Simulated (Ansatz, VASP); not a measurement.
**TiAl3: VASP beside Ansatz**

```
Ti Al
1.0
     3.93123    0.00000    0.00000
     0.00000    3.93123    0.00000
     0.00000    0.00000    6.39245
Ti Al
1 3
Direct
  0.50000 0.50000 0.99058
  0.50000 0.00000 0.27276
  0.00000 0.50000 0.27276
  0.50000 0.50000 0.56259
```

Alike in both runs: functional PBE; k mesh 6 × 6 × 4; occupations gaussian, width 0.1 eV; no spin polarisation.

Ansatz relaxed the structure, and its values are those at the end. VASP's run is a single point on that final structure, the one shown.

|  | VASP | Ansatz |
| --- | --- | --- |
| version | VASP 6.6.1 | Ansatz 0.2.0 |
| potentials or method | VASP PAW PBE potentials, release 64 (Ti_sv, Al), cutoff 520 eV | scalar-relativistic, plane waves, PAW |
| valence electrons in the cell | 21 | 21 |

|  | VASP | Ansatz | Ansatz less VASP |
| --- | --- | --- | --- |
| gap on the k mesh at the Fermi level (eV) | none | none | - |
| pressure (GPa) | 0.1 | 0.1 | +0.01 |
| rms of the force components (eV/Å) | 0.007 | 0.007 | +0.0005 |

A gap of «none» marks a metal or a gap that the smearing closes. With one functional, cell and mesh, what is left measures potentials, basis and numerics.
